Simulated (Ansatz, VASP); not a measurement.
# Au: VASP beside Ansatz

INCAR

```
ALGO     = Normal         # electronic algorithm
EDIFF    = 1E-8           # SCF threshold, eV
ENCUT    = 400            # plane-wave cutoff, eV
GGA      = CA             # functional
GGA_COMPAT= False        
ISIF     = 2              # what is computed and relaxed
ISMEAR   = -1             # smearing method
LASPH    = True           # aspherical terms in the spheres
LCHARG   = False          # write CHGCAR
LEFG     = True         
LREAL    = False          # projectors in reciprocal space
LWAVE    = False          # write WAVECAR
NBANDS   = 26             # bands
NELM     = 120            # most SCF steps
PREC     = Accurate       # precision mode
SIGMA    = 0.03           # smearing width, eV
```

KPOINTS

```
k-points
0
Gamma
  14 14 8
```

File POSCAR:

```
Au
1.0
    2.8999984104      0.0000000000      0.0000000000
   -1.4499992052      2.5114722944      0.0000000000
    0.0000000000      0.0000000000      4.9776000000
Au
2
Direct
    0.3333333333      0.6666666667      0.7500000000
    0.6666666667      0.3333333333      0.2500000000
```

Input for Ansatz:

```yaml
crystal:
  lattice:
    - [2.8999984104, 0.0, 0.0]
    - [-1.4499992052, 2.5114722944, 0.0]
    - [0.0, 0.0, 4.9776]
  atoms:
    - { symbol: Au, position: [0.3333333333, 0.6666666667, 0.75] }
    - { symbol: Au, position: [0.6666666667, 0.3333333333, 0.25] }
kpoints:
  mp_grid: { grid: [14, 14, 8] }
scf:
  occupations: { method: fermi_dirac, width: 0.03 }
hamiltonian:
  xc: lda
  pseudopotentials: { kind: paw }
output:
  forces: true
  stress: true
  eigenvalues: true
  efg: { contact_densities: true }
  write_density: true
  write_potential: true
  elf: true
  volumetric_format: npy
```

Change from the starting cell: zz strain of +2 %, PAW files.

Alike in both runs: task electric field gradients; functional LDA; k mesh 14 × 14 × 8; occupations fermi-dirac, width 0.03 eV; no spin polarisation.

|  | VASP | Ansatz |
| --- | --- | --- |
| version | VASP 6.6.1 | Ansatz 0.2.0 |
| potentials or method | VASP PAW LDA potentials, release 64 (Au_sv_GW) | PAW with Ansatz's default frozen-core files, scalar-relativistic |
| plane-wave cutoff (eV) | 400 | 420 |
| valence electrons in the cell | 38 | 38 |

```tsv
	VASP	Ansatz	Ansatz less VASP
size of Vzz on the site where it differs most (V/Å²)	14.7	4.0	-10.73
```

LDA's correlation is that of Perdew and Zunger in VASP and of Perdew and Wang (1992) in Ansatz.

Neither program's run includes spin-orbit coupling.
